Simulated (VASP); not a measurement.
# La (Im-3m) in VASP: notebook, part 2 of 2

VASP 6.6.1.

### Step 3. Relaxation of cell and atoms, PBE, target pressure 15 GPa, at which the enthalpy is minimised

INCAR

```
PREC = Accurate ; ENCUT = 600
EDIFF = 1E-6 ; ISMEAR = -1
SIGMA = 0.1 ; LREAL = False
LASPH = True ; NELM = 80
ALGO = Normal ; ISIF = 3
LWAVE = False ; LCHARG = False
GGA = PE ; IBRION = 2
NSW = 60 ; EDIFFG = -0.005
PSTRESS = 150.0
```

KPOINTS

```
Automatic mesh
0
Gamma
  15 15 15
```

POSCAR

```
La
1.0
   -1.8731994849      1.8731994849      1.8731994849
    1.8731994849     -1.8731994849      1.8731994849
    1.8731994849      1.8731994849     -1.8731994849
La
1
Direct
    0.0000000000      0.0000000000      0.0000000000
```

Potentials or basis: VASP PAW PBE potentials, release 64 (La).

Run with:

```bash
$ cat potpaw_PBE.64/La/POTCAR > POTCAR
$ mpirun -np 1 vasp_std > vasp.out
```

OUTCAR:

```text
PREC = Accurate
   ENCUT = 600
   EDIFF = 1E-6
   ISMEAR = -1
   LREAL = False
   LASPH = True
   NELM = 80
   ISIF = 3
   GGA = PE
   IBRION = 2
   NSW = 60
   EDIFFG = -0.005
   PSTRESS = 150.0

 ion  position               nearest neighbor table
   1  0.000  0.000  0.000-

  LATTYP: Found a body centered cubic cell.
 ALAT       =     3.7463989698

  Lattice vectors:

 A1 = (  -1.8731994849,   1.8731994849,   1.8731994849)
 A2 = (   1.8731994849,  -1.8731994849,   1.8731994849)
 A3 = (   1.8731994849,   1.8731994849,  -1.8731994849)

Analysis of symmetry for initial positions (statically):
=====================================================================
 Subroutine PRICEL returns:
 Original cell was already a primitive cell.

 Routine SETGRP: Setting up the symmetry group for a
 body centered cubic supercell.

 Subroutine GETGRP returns: Found 48 space group operations
 (whereof 48 operations were pure point group operations)
 out of a pool of 48 trial point group operations.

The static configuration has the point symmetry O_h .

Analysis of symmetry for dynamics (positions and initial velocities):
[... 159 lines left out ...]

 val. band max:       11.6111667577   @ k =   0.2000   0.0667   0.0667
 cond. band min:      11.6231393777   @ k =  -0.4000  -0.4667   0.1333
 fundamental gap:      0.0119726200
 Fermi energy:        11.6181359289

 k-point     1 :       0.0000    0.0000    0.0000
  band No.  band energies     occupation
      1     -21.0625      2.00000
      2      -2.8614      2.00000
      3      -2.8614      2.00000
      4      -2.8614      2.00000
      5       9.3199      2.00000
      6      13.4770      0.00000
      7      13.4870      0.00000
      8      13.4889      0.00000
      9      13.4898      0.00000
[... 265 lines left out ...]
 k-point    24 :       0.4000    0.2000    0.0000
  band No.  band energies     occupation
      1     -20.2603      2.00000
      2      -5.9202      2.00000
      3      -4.5410      2.00000
      4      -3.2783      2.00000
      5      10.3376      1.99999
      6      11.7058      0.58779
      7      13.5676      0.00000
      8      13.7179      0.00000
      9      14.2868      0.00000

 [... further k-points ...]
[... 5 lines left out ...]
  --------------------------------------------------------------------------------------
  -------------------------------------------------------------------------------------
  Total        2.4640111      2.4640111      2.4640111      0.0000000      0.0000000     -0.0000000
  in kB      150.1554687    150.1554687    150.1554687      0.0000000      0.0000000     -0.0000000
  external PRESSURE =       0.1554687 kB  Pullay stress =     150.0000000 kB

 VOLUME and BASIS-vectors are now :
 -----------------------------------------------------------------------------
  energy-cutoff  :      600.00
  volume of cell :       26.29
      direct lattice vectors                 reciprocal lattice vectors
    -1.873199485  1.873199485  1.873199485     0.000000000  0.266922986  0.266922986
     1.873199485 -1.873199485  1.873199485     0.266922986  0.000000000  0.266922986
     1.873199485  1.873199485 -1.873199485     0.266922986  0.266922986  0.000000000

 POSITION                                       TOTAL-FORCE (eV/Angst)
 -----------------------------------------------------------------------------------
      0.00000      0.00000      0.00000        -0.000000     -0.000000      0.000000
 -----------------------------------------------------------------------------------
    total drift:                               -0.000000      0.000000      0.000000

  FREE ENERGIE OF THE ION-ELECTRON SYSTEM (eV)
  ---------------------------------------------------
  free  energy   TOTEN  =        -4.3625690956 eV

  energy  without entropy=       -4.2935372554  energy(sigma->0) =       -4.32805318

  enthalpy is  TOTEN    =        -1.9011092408 eV   P V=        2.4614598548

 reached required accuracy - stopping structural energy minimisation
```

CONTCAR:

```text
La
   1.00000000000000
    -1.8731994849000000    1.8731994849000000    1.8731994849000000
     1.8731994849000000   -1.8731994849000000    1.8731994849000000
     1.8731994849000000    1.8731994849000000   -1.8731994849000000
  La
     1
Direct
     0.0000000000000000    0.0000000000000000    0.0000000000000000

  0.00000000E+00  0.00000000E+00  0.00000000E+00
```

It took 27 s on 1 thread of Intel Xeon 6975P-C, shared host; peak memory 0.2 GiB.

Results:

```yaml
Free_energy: -4.3626 eV
Pressure_after_relaxing: 15.0 GPa
```

Final structure:
```
CELL_PARAMETERS angstrom
-1.87320 1.87320 1.87320
1.87320 -1.87320 1.87320
1.87320 1.87320 -1.87320
ATOMIC_POSITIONS crystal
La 0.00000 0.00000 0.00000
```

Levels at points of the mesh, in eV from the Fermi level:
| k point | band 3 | band 4 | band 5 | band 6 | band 7 | band 8 | band 9 |
| --- | --- | --- | --- | --- | --- | --- | --- |
| (0.00, 0.00, 0.00) | -14.48 | -14.48 | -2.30 | 1.86 | 1.87 | 1.87 | 1.87 |

Caveat: the relaxation stopped at its first step, so nothing moved; the cell is relaxed towards a set pressure, so the enthalpy falls and the energy may rise; spin-orbit coupling is left out, which moves the levels of the heavy elements.

### Step 4. Single point, PBE

INCAR

```
PREC = Accurate ; ENCUT = 520
EDIFF = 1E-6 ; ISMEAR = -1
SIGMA = 0.1 ; LREAL = F
LASPH = T ; NELM = 80
ALGO = Normal ; ISIF = 2
LWAVE = F ; LCHARG = F
GGA = PE ; NBANDS = 12
```

KPOINTS

```
regular mesh
0
Gamma
  15 15 15
```

POSCAR

```
La
1.0
   -1.8724974861      1.8724974861      1.8724974861
    1.8724974861     -1.8724974861      1.8724974861
    1.8724974861      1.8724974861     -1.8724974861
La
1
Direct
    0.0000000000      0.0000000000      0.0000000000
```

Run with:

```bash
$ cat potpaw_PBE.64/La/POTCAR > POTCAR
$ mpirun -np 1 vasp_std > vasp.out
```

Wall time 25 s (1 thread of Intel Xeon Platinum 8259CL at 2.50GHz (Skylake/Cascade Lake), shared host); peak memory 0.18 GiB.

The run converged. Its results:

```
Free energy : -4.3590 eV
Pressure    : 15.1 GPa
```

Levels at points of the mesh, in eV from the Fermi level:
| k point | band 2 | band 3 | band 4 | band 5 | band 6 | band 7 | band 8 | band 9 | band 10 | band 11 |
| --- | --- | --- | --- | --- | --- | --- | --- | --- | --- | --- |
| (0.00, 0.00, 0.00) | -14.47 | -14.47 | -14.47 | -2.29 | 1.86 | 1.86 | 1.86 | 1.87 | 1.87 | 1.87 |

Caveat: spin-orbit coupling is left out, which moves the levels of the heavy elements.

### Step 5. Single point, PBE

INCAR

```
SYSTEM = La
  PREC = Accurate
  ENCUT = 520
  EDIFF = 1E-7
  ISMEAR = -1
  SIGMA = 0.1
  LREAL = .FALSE.
  LASPH = .TRUE.
  NELM = 100
  ALGO = Normal
  ISIF = 2
  LWAVE = .FALSE.
  LCHARG = .FALSE.
  GGA = PE
  NBANDS = 12
```

KPOINTS

```
regular mesh
0
G
  15 15 15
  0 0 0
```

POSCAR

```
La
1.0
   -1.8732894798      1.8732894798      1.8732894798
    1.8732894798     -1.8732894798      1.8732894798
    1.8732894798      1.8732894798     -1.8732894798
La
1
Direct
    0.0000000000      0.0000000000      0.0000000000
```

Run with:

```bash
$ cat potpaw_PBE.64/La/POTCAR > POTCAR
$ mpirun -np 1 vasp_std > vasp.out
```

Run time: 27 s. Hardware: 1 thread of Intel Xeon Platinum 8259CL at 2.50GHz (Skylake/Cascade Lake), shared host; peak memory 0.18 GiB.

It converged, with:

* Free energy: -4.3621 eV
* Pressure: 15.0 GPa

Levels at points of the mesh, in eV from the Fermi level:
| k point | band 2 | band 3 | band 4 | band 5 | band 6 | band 7 | band 8 | band 9 | band 10 | band 11 |
| --- | --- | --- | --- | --- | --- | --- | --- | --- | --- | --- |
| (0.00, 0.00, 0.00) | -14.48 | -14.48 | -14.48 | -2.30 | 1.86 | 1.86 | 1.86 | 1.87 | 1.87 | 1.87 |

Caveat: spin-orbit coupling is left out, which moves the levels of the heavy elements.

### Step 6. Relaxation of cell and atoms, PBE, target pressure 15 GPa, at which the enthalpy is minimised

INCAR

```
PREC = Accurate
ENCUT = 600
EDIFF = 1E-7
ISMEAR = -1
SIGMA = 0.1
LREAL = False
LASPH = True
NELM = 100
ALGO = Normal
ISIF = 3
LWAVE = False
LCHARG = False
GGA = PE
IBRION = 2
NSW = 32
EDIFFG = -0.005
PSTRESS = 150.0
```

KPOINTS

```
regular mesh
0
Gamma
  15 15 15
```

POSCAR

```
La
1.0
   -1.8724974861      1.8724974861      1.8724974861
    1.8724974861     -1.8724974861      1.8724974861
    1.8724974861      1.8724974861     -1.8724974861
La
1
Direct
    0.0000000000      0.0000000000      0.0000000000
```

Potentials or basis: VASP PAW PBE potentials, release 64 (La).

Run with:

```bash
$ cat potpaw_PBE.64/La/POTCAR > POTCAR
$ mpirun -np 1 vasp_std > vasp.out
```

It took 86 s on 1 thread of Intel Xeon Platinum 8259CL at 2.50GHz (Skylake/Cascade Lake), shared host; peak memory 0.2 GiB.

The run converged. Its results:

```yaml
Free_energy: -4.3630 eV
Relaxed_volume: 26.30 Å³/atom
Relaxed_cell: a = 3.245 Å, b = 3.245 Å, c = 3.245 Å, α = 109.47°, β = 109.47°, γ = 109.47°
Space_group_after_relaxing_to_0.05_Å: Im-3m (No. 229)
Energy_change_on_relaxing_the_enthalpy_is_what_falls: -3.2 meV/atom
Ionic_steps: 3
Pressure_after_relaxing: 15.0 GPa
```

Step by step:
| step | energy change (eV) | largest force (eV/Å) | pressure (GPa) | volume (Å³) |
| --- | --- | --- | --- | --- |
| 1 | 0.0000 | 0.0000 | 15.08 | 26.26 |
| 2 | -0.0049 | 0.0000 | 14.96 | 26.31 |
| 3 | -0.0032 | 0.0000 | 15.00 | 26.30 |

Final structure:
```
CELL_PARAMETERS angstrom
-1.87332 1.87332 1.87332
1.87332 -1.87332 1.87332
1.87332 1.87332 -1.87332
ATOMIC_POSITIONS crystal
La 0.00000 0.00000 0.00000
```

Levels at points of the mesh, in eV from the Fermi level:
| k point | band 2 | band 3 | band 4 | band 5 | band 6 | band 7 | band 8 | band 9 |
| --- | --- | --- | --- | --- | --- | --- | --- | --- |
| (0.00, 0.00, 0.00) | -14.48 | -14.48 | -14.48 | -2.30 | 1.86 | 1.86 | 1.87 | 1.87 |

Caveat: the cell is relaxed towards a set pressure, so the enthalpy falls and the energy may rise; spin-orbit coupling is left out, which moves the levels of the heavy elements.

### Step 7. Relaxation of cell and atoms, PBE, target pressure 15 GPa, at which the enthalpy is minimised

INCAR

```
PREC = Accurate
ENCUT = 600
EDIFF = 1E-7
ISMEAR = -1
SIGMA = 0.1
LREAL = F
LASPH = T
NELM = 80
ALGO = Normal
ISIF = 3
LWAVE = F
LCHARG = F
GGA = PE
IBRION = 2
NSW = 60
EDIFFG = -0.005
PSTRESS = 150.0
```

KPOINTS is that of step 6.

POSCAR

```
La
1.0
   -1.8731994837      1.8731994837      1.8731994837
    1.8731994837     -1.8731994837      1.8731994837
    1.8731994837      1.8731994837     -1.8731994837
La
1
Direct
    0.0000000000      0.0000000000      0.0000000000
```

Run with:

```bash
$ cat potpaw_PBE.64/La/POTCAR > POTCAR
$ mpirun -np 1 vasp_std > vasp.out
```

Wall time 43 s (1 thread of Intel Xeon Platinum 8259CL at 2.50GHz (Skylake/Cascade Lake), shared host); peak memory 0.2 GiB.

It converged, with:

```
Free energy             : -4.3626 eV
Pressure after relaxing : 15.0 GPa
```

Final structure:
```
La
1.0
    -1.87320    1.87320    1.87320
     1.87320   -1.87320    1.87320
     1.87320    1.87320   -1.87320
La
1
Direct
  0.00000 0.00000 0.00000
```

Levels at points of the mesh, in eV from the Fermi level:
| k point | band 2 | band 3 | band 4 | band 5 | band 6 | band 7 | band 8 | band 9 |
| --- | --- | --- | --- | --- | --- | --- | --- | --- |
| (0.00, 0.00, 0.00) | -14.48 | -14.48 | -14.48 | -2.30 | 1.86 | 1.87 | 1.87 | 1.87 |

Caveat: the relaxation stopped at its first step, so nothing moved; the cell is relaxed towards a set pressure, so the enthalpy falls and the energy may rise; spin-orbit coupling is left out, which moves the levels of the heavy elements.

### Step 8. Summary

| task | cell | cutoff (eV) | gap on the mesh (eV) | pressure (GPa) |
| --- | --- | --- | --- | --- |
| relaxation of cell and atoms | relaxed to 15 GPa from a = 3.243 Å, angles 109.5°, 1 atom | 600 | none | 15.0 |
| relaxation of cell and atoms | relaxed to 15 GPa from a = 3.244 Å, angles 109.5°, 1 atom | 600 | none | 15.0 |
| single point | a = 3.243 Å, angles 109.5°, 1 atom | 520 | none | 15.1 |
| single point | a = 3.245 Å, angles 109.5°, 1 atom | 520 | none | 15.0 |

Alike in all rows: level PBE; potentials or basis VASP PAW PBE potentials, release 64 (La); no spin polarisation; k mesh 15 × 15 × 15; smearing fermi-dirac 0.1 eV.

Caveats: spin-orbit coupling is left out, which moves the levels of the heavy elements; the cell is relaxed towards a set pressure, so the enthalpy falls and the energy may rise (some runs); the relaxation stopped at its first step, so nothing moved (some runs).

Total energies depend on the potentials used, so only differences within one code and one set of settings carry meaning.
